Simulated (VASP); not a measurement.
# HfMoSe4 (P4/mmm) in VASP: single point with PBE

Aim: the single point of HfMoSe4 with PBE.

Everything below comes from runs of VASP 6.6.1. Logs are shortened: lines on timing, memory, paths and dates and some standing lists are left out, and cuts for length are marked.

## 1. The cell of the first run

The structure is tetragonal, space group P4/mmm (No. 123). Conventional cell: a = 4.552 Å, b = 4.552 Å, c = 6.433 Å, α = 90.00°, β = 90.00°, γ = 90.00°. Hf (site symmetry 4/mmm) has 8 Se at 2.81 Å within 3.7 Å. Within 3.6 Å of Mo (site symmetry 4/mmm) lie 8 Se at 2.76 Å. Se (site symmetry 2mm) has 2 Mo at 2.76 Å and 2 Hf at 2.81 Å and 6 Se at 3.12 to 3.31 Å within 3.6 Å.

The cell was generated, and may not be a known phase.

## 2. Single point, PBE, collinear spin

Contents of INCAR:

```
PREC = Accurate
ENCUT = 520
EDIFF = 1E-6
ISMEAR = 0
SIGMA = 0.1
LREAL = F
LASPH = T
NELM = 150
ALGO = Normal
ISIF = 2
LWAVE = F
LCHARG = F
ISPIN = 2
MAGMOM = 0 1.6 0 0 0 0
LORBIT = 11
LMAXMIX = 4
GGA = PE
NBANDS = 37
```

Contents of KPOINTS:

```
Automatic mesh
0
Gamma
  8 8 6
```

Contents of POSCAR:

```
HfMoSe4
1.0
    4.5520781636      0.0000000000      0.0000000000
    0.0000000000      4.5520781636      0.0000000000
    0.0000000000      0.0000000000      6.4325848310
Hf Mo Se
1 1 4
Direct
    0.0000000000      0.0000000000      0.0000000000
    0.5000000000      0.5000000000      0.5000000000
    0.5000000000      0.0000000000      0.7426160447
    0.0000000000      0.5000000000      0.2573839553
    0.5000000000      0.0000000000      0.2573839553
    0.0000000000      0.5000000000      0.7426160447
```

Potentials or basis: VASP PAW PBE potentials, release 64 (Hf_pv, Mo_sv, Se).

The run is started by

```
$ cat potpaw_PBE.64/Hf_pv/POTCAR potpaw_PBE.64/Mo_sv/POTCAR potpaw_PBE.64/Se/POTCAR > POTCAR
$ mpirun -np 1 vasp_std > vasp.out
```

OUTCAR:

```text
PREC = Accurate
   ENCUT = 520
   EDIFF = 1E-6
   ISMEAR = 0
   LREAL = F
   LASPH = T
   NELM = 150
   ISIF = 2
   ISPIN = 2
   LORBIT = 11
   GGA = PE

 ion  position               nearest neighbor table
   1  0.000  0.000  0.000-   3 2.81   4 2.81   5 2.81   6 2.81   4 2.81   6 2.81   3 2.81   5 2.81

   2  0.500  0.500  0.500-   3 2.76   4 2.76   5 2.76   6 2.76   3 2.76   5 2.76   4 2.76   6 2.76

   3  0.500  0.000  0.743-   2 2.76   2 2.76   1 2.81   1 2.81
   4  0.000  0.500  0.257-   2 2.76   2 2.76   1 2.81   1 2.81
   5  0.500  0.000  0.257-   2 2.76   2 2.76   1 2.81   1 2.81
   6  0.000  0.500  0.743-   2 2.76   2 2.76   1 2.81   1 2.81

  LATTYP: Found a simple tetragonal cell.
 ALAT       =     4.5520781636
 C/A-ratio  =     1.4131094853

  Lattice vectors:

 A1 = (   4.5520781636,   0.0000000000,   0.0000000000)
 A2 = (   0.0000000000,   4.5520781636,   0.0000000000)
 A3 = (   0.0000000000,   0.0000000000,   6.4325848310)

Analysis of symmetry for initial positions (statically):
=====================================================================
 Subroutine PRICEL returns:
 Original cell was already a primitive cell.

 Routine SETGRP: Setting up the symmetry group for a
 simple tetragonal supercell.

 Subroutine GETGRP returns: Found 16 space group operations
 (whereof 16 operations were pure point group operations)
 out of a pool of 16 trial point group operations.

The static configuration has the point symmetry D_4h.

Analysis of symmetry for dynamics (positions and initial velocities):
=====================================================================
 Subroutine PRICEL returns:
 Original cell was already a primitive cell.

 Routine SETGRP: Setting up the symmetry group for a
 simple tetragonal supercell.

 Subroutine GETGRP returns: Found 16 space group operations
 (whereof 16 operations were pure point group operations)
 out of a pool of 16 trial point group operations.

The dynamic configuration has the point symmetry D_4h.

Analysis of structural, dynamic, and magnetic symmetry:
=====================================================================
 Subroutine PRICEL returns:
 Original cell was already a primitive cell.

 Routine SETGRP: Setting up the symmetry group for a
 simple tetragonal supercell.

 Subroutine GETGRP returns: Found 16 space group operations
 (whereof 16 operations were pure point group operations)
 out of a pool of 16 trial point group operations.

The overall configuration has the point symmetry D_4h.

[... 141 lines left out ...]
 maximum number of plane-waves:      3624
 NGX is ok and might be reduce to    36
   NGX = 17   NGY = 17   NGZ = 23

 number of electron      48.0000002 magnetization       2.0688562

 Free energy of the ion-electron system (eV)
  ---------------------------------------------------
  ext. energy  EPLUGINS =         0.00000000
  ---------------------------------------------------
  free energy    TOTEN  =       -37.70360988 eV

  energy without entropy =      -37.69003340  energy(sigma->0) =      -37.69682164

 E-fermi :   5.6246     XC(G=0): -10.2351

 val. band max:        5.6198630048   @ k =   0.5000   0.3750   0.0000
 cond. band min:       5.6257619624   @ k =   0.1250   0.1250   0.0000
 fundamental gap:      0.0058989576
 Fermi energy:         5.6246327889

 spin component 1

 k-point     1 :       0.0000    0.0000    0.0000
  band No.  band energies     occupation
      1     -56.5036      1.00000
      2     -30.6320      1.00000
      3     -30.6258      1.00000
      4     -30.6258      1.00000
      5     -26.4292      1.00000
      6     -26.4292      1.00000
[... 925 lines left out ...]
     35      11.0104      0.00000
     36      12.3160      0.00000

 [... further k-points ...]

 spin component 2

 k-point     1 :       0.0000    0.0000    0.0000
  band No.  band energies     occupation
      1     -55.3474      1.00000
      2     -29.3545      1.00000
      3     -29.3443      1.00000
      4     -29.3443      1.00000
      5     -26.3777      1.00000
      6     -26.3777      1.00000
[... 925 lines left out ...]
     35      11.3468      0.00000
     36      12.6306      0.00000

 [... further k-points ...]

 [bands above 36 left out]

------------------------ aborting loop because EDIFF is reached ----------------------------------------

  FORCE on cell =-STRESS in cart. coord.  units (eV):
  Direction    XX          YY          ZZ          XY          YZ          ZX
  --------------------------------------------------------------------------------------
  -------------------------------------------------------------------------------------
  Total       -0.1398978     -0.1398978     -0.1099210      0.0000000     -0.0000000      0.0000000
  in kB       -1.6815756     -1.6815756     -1.3212544      0.0000000     -0.0000000      0.0000000
  external PRESSURE =      -1.5614685 kB  Pullay stress =       0.0000000 kB

 VOLUME and BASIS-vectors are now :
 -----------------------------------------------------------------------------
  energy-cutoff  :      520.00
  volume of cell :      133.29
      direct lattice vectors                 reciprocal lattice vectors
     4.552078164  0.000000000  0.000000000     0.219679883  0.000000000  0.000000000
     0.000000000  4.552078164  0.000000000     0.000000000  0.219679883  0.000000000
     0.000000000  0.000000000  6.432584831     0.000000000  0.000000000  0.155458502

 POSITION                                       TOTAL-FORCE (eV/Angst)
 -----------------------------------------------------------------------------------
      0.00000      0.00000      0.00000        -0.000000     -0.000000      0.000000
      2.27604      2.27604      3.21629        -0.000000     -0.000000      0.000000
      2.27604      0.00000      4.77694        -0.000000      0.000000      0.031428
      0.00000      2.27604      1.65564         0.000000      0.000000     -0.031428
      2.27604      0.00000      1.65564        -0.000000     -0.000000     -0.031428
      0.00000      2.27604      4.77694         0.000000     -0.000000      0.031428
 -----------------------------------------------------------------------------------
    total drift:                                0.000000      0.000000      0.000000

  FREE ENERGIE OF THE ION-ELECTRON SYSTEM (eV)
  ---------------------------------------------------
  free  energy   TOTEN  =       -37.7036098765 eV

  energy  without entropy=      -37.6900333951  energy(sigma->0) =      -37.69682164

 total charge

# of ion       s       p       d       tot
------------------------------------------
    1        0.292   6.372   1.392   8.057
    2        2.221   6.103   3.772  12.095
    3        1.473   2.341   0.043   3.857
    4        1.473   2.341   0.043   3.857
    5        1.473   2.341   0.043   3.857
    6        1.473   2.341   0.043   3.857
--------------------------------------------------
tot          8.404  21.839   5.338  35.581

 magnetization (x)

# of ion       s       p       d       tot
------------------------------------------
    1        0.008   0.024   0.075   0.108
    2        0.025   0.020   1.732   1.777
    3       -0.000  -0.038   0.006  -0.033
    4       -0.000  -0.038   0.006  -0.033
    5       -0.000  -0.038   0.006  -0.033
    6       -0.000  -0.038   0.006  -0.033
--------------------------------------------------
tot          0.032  -0.108   1.831   1.755
```

OSZICAR:

```text
N       E                     dE             d eps       ncg     rms          rms(c)
DAV:   1     0.300231170618E+03    0.30023E+03   -0.23778E+04  9800   0.116E+03
DAV:   2    -0.211898516993E+02   -0.32142E+03   -0.30179E+03 10639   0.284E+02
DAV:   3    -0.400158089115E+02   -0.18826E+02   -0.18224E+02 11116   0.568E+01
DAV:   4    -0.403375938947E+02   -0.32178E+00   -0.32045E+00 10793   0.775E+00
DAV:   5    -0.403417715413E+02   -0.41776E-02   -0.41763E-02 10597   0.854E-01    0.388E+01
DAV:   6    -0.392123126809E+02    0.11295E+01   -0.12231E+01  9255   0.165E+01    0.283E+01
DAV:   7    -0.387259594919E+02    0.48635E+00   -0.11728E+01  9555   0.180E+01    0.236E+01
DAV:   8    -0.376371395987E+02    0.10888E+01   -0.26455E+00  9202   0.690E+00    0.566E+00
DAV:   9    -0.376841121335E+02   -0.46973E-01   -0.30255E-01  9914   0.281E+00    0.212E+00
DAV:  10    -0.376945841997E+02   -0.10472E-01   -0.29686E-02 10116   0.770E-01    0.128E+00
DAV:  11    -0.377027501023E+02   -0.81659E-02   -0.20516E-02 10015   0.665E-01    0.394E-01
DAV:  12    -0.377032644607E+02   -0.51436E-03   -0.29298E-03 10625   0.254E-01    0.255E-01
DAV:  13    -0.377034226527E+02   -0.15819E-03   -0.34293E-04 10161   0.967E-02    0.112E-01
DAV:  14    -0.377035811599E+02   -0.15851E-03   -0.28478E-04  9683   0.835E-02    0.738E-02
DAV:  15    -0.377036056265E+02   -0.24467E-04   -0.60658E-05 10444   0.336E-02    0.220E-02
DAV:  16    -0.377036092092E+02   -0.35828E-05   -0.54542E-06  9433   0.102E-02    0.173E-02
DAV:  17    -0.377036098765E+02   -0.66726E-06   -0.80970E-07  6889   0.460E-03
   1 F= -.37703610E+02 E0= -.37696822E+02  d E =-.135765E-01  mag=     2.0701
```

stdout:

```text
POSCAR found type information on POSCAR HfMoSe
 POSCAR found :  3 types and       6 ions
 scaLAPACK will be used
 LDA part: xc-table for (Slater+PW92), standard interpolation
 POSCAR, INCAR and KPOINTS ok, starting setup
 FFT: planning ... GRIDC
 FFT: planning ... GRID_SOFT
 FFT: planning ... GRID
 WAVECAR not read
 entering main loop
```

Wall time 5.5 min (1 thread of Oxide Virtual Turin-like, shared host); peak memory 0.56 GiB.

Results:

- Free energy: -37.7036 eV
- Pressure: -0.2 GPa
- Largest force: 0.031 eV/Å
- Net moment: 2.07 μB per cell
- Site moments: Hf +0.11; Mo +1.78; Se -0.03 μB
- Valence electrons inside the program's atomic spheres: Hf 8.06; Mo 12.10; Se 3.86

Forces in eV/Å, atoms in the order of the input:
```
Hf   0.000  0.000  0.000
Mo   0.000  0.000  0.000
Se   0.000  0.000  0.031
Se   0.000  0.000 -0.031
Se   0.000  0.000 -0.031
Se   0.000  0.000  0.031
```

Caveat: spin-orbit coupling is left out, which moves the levels of the heavy elements.
